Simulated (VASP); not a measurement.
Runs of VASP 6.6.1 on YbBe5. The structure is that of space group F-43m (No. 216), or close to it. The cells are those of the table. 

```csv
task,spin,cell,k mesh,cutoff (eV),gap on the mesh (eV),pressure (GPa),largest force (eV/Å)
single point,off,"a = 4.613 Å, angles 60.0°, 6 atoms",6 × 6 × 6,520,none,-0.4,0.05
relaxation of cell and atoms,off,"relaxed from a = 4.520 Å, angles 60.0°, 6 atoms",6 × 6 × 6,600,none,-0.2,0.03
single point,"collinear, ferromagnetic start","a = 4.613 Å, angles 60.0°, 6 atoms",4 × 4 × 4,520,none,0.1,(a)
single point,off,"a = 4.615 Å, angles 60.0°, 6 atoms",10 × 10 × 10,520,none,0.1,-
single point,off,"a = 4.520 Å, angles 60.0°, 6 atoms",6 × 6 × 6,520,none,(b),0.01
```

Alike in all rows: level PBE; potentials or basis VASP PAW PBE potentials, release 64 (Yb, Be); smearing gaussian 0.1 eV.

Problem. Estimate the missing entries.

Solution. (a) 0.18; (b) 6.0.

Caveats: some runs use coarse meshes; spin-orbit coupling is left out, which moves the levels of the heavy elements; without U or exact exchange the open f shell lies at the Fermi level, which spoils levels, moments and volumes.

A k mesh can miss the band edges, and the runs leave out spin-orbit coupling on Yb.

A gap of «none» marks levels without a gap at the run's occupations.
